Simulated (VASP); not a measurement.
Input of a VASP 6.6.1 run:

The input INCAR:

```
  ALGO = Normal
  EDIFF = 1E-6
  ENCUT = 520
  GGA = PE
  ISIF = 2
  ISMEAR = 0
  LASPH = True
  LCHARG = False
  LREAL = False
  LWAVE = False
  NBANDS = 20
  NELM = 60
  PREC = Accurate
  SIGMA = 0.05
```

Contents of KPOINTS:

```
k-points
0
Gamma
  12 12 12
```

POSCAR

```
CdF2
1.0
    0.0000000000      2.7029502319      2.7029502319
    2.7029502319      0.0000000000      2.7029502319
    2.7029502319      2.7029502319      0.0000000000
Cd F
1 2
Direct
    0.0000000000      0.0000000000      0.0000000000
    0.2500000000      0.2500000000      0.2500000000
    0.7500000000      0.7500000000      0.7500000000
```

Potentials or basis: VASP PAW PBE potentials, release 64 (Cd, F).

The run is started by

```console
$ cat potpaw_PBE.64/Cd/POTCAR potpaw_PBE.64/F/POTCAR > POTCAR
$ mpirun -np 1 vasp_std > vasp.out
```

Q: Estimate the band gap on the k mesh.

A: 3.03 eV, indirect (least direct gap 3.54 eV).

Q: Predict the pressure.

A: 5.0 GPa.

A k mesh can miss the band edges. PBE gaps usually lie below the measured ones, often by a third to a half.
